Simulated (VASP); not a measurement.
Wanted: the native input for a VASP 6.6.1 run.

| Property | Result |
| --- | --- |
| Task | electric field gradients |
| Functional | PBE |
| Potentials or basis | VASP PAW PBE potentials, release 64 (In_d) |
| Cutoff | 520 eV |
| k mesh | 14 × 14 × 14 |
| Occupations | fermi-dirac, width 0.05 eV |
| Spin | no spin polarisation |
| Dipole correction | no |
| Further INCAR settings | ALGO = Normal; EDIFF = 1e-08; NBANDS = 26 |

The structure of In lies in POSCAR:

```
In
1.0
    1.6751838235      0.9671678314      8.2347307701
   -1.6751838235      0.9671678314      8.2347307701
    0.0000000000     -1.9343356629      8.2347307701
In
3
Direct
    0.0000000000      0.0000000000      0.0000000000
    0.7780122400      0.7780122400      0.7780122400
    0.2219877600      0.2219877600      0.2219877600
```

The input as run:

INCAR

```
PREC     = Accurate       # precision mode
ENCUT    = 520            # plane-wave cutoff, eV
EDIFF    = 1E-8           # SCF threshold, eV
ISMEAR   = -1             # smearing method
SIGMA    = 0.05           # smearing width, eV
LREAL    = F              # projectors in reciprocal space
LASPH    = T              # aspherical terms in the spheres
NELM     = 100            # most SCF steps
ALGO     = Normal         # electronic algorithm
ISIF     = 2              # what is computed and relaxed
LWAVE    = F              # write WAVECAR
LCHARG   = F              # write CHGCAR
GGA      = PE             # functional
LEFG     = T            
NBANDS   = 26             # bands
```

KPOINTS

```
regular mesh
0
Gamma
  14 14 14
```

Potentials or basis: VASP PAW PBE potentials, release 64 (In_d).

Run with:

```console
$ cat potpaw_PBE.64/In_d/POTCAR > POTCAR
$ mpirun -np 1 vasp_std > vasp.out
```

Results of the run:

| Quantity | Value |
| --- | --- |
| Pressure | 1.3 GPa |
| Largest force | 0.014 eV/Å |
| Band gap on the k mesh | zero (an odd number of electrons rules out a gap without spin polarisation) |
| Largest electric field gradient by atom | In +2.5, -4.5 (each value once) V/Å² |

Caveat: without QUAD_EFG the Cq values of the log hold for a quadrupole moment of 1 mb, not for the nuclei; spin-orbit coupling is left out, which moves the levels of the heavy elements.

Run time: 61 min on 1 thread of Oxide Virtual Turin-like Processor, with other jobs on the host, peak memory 0.77 GiB.
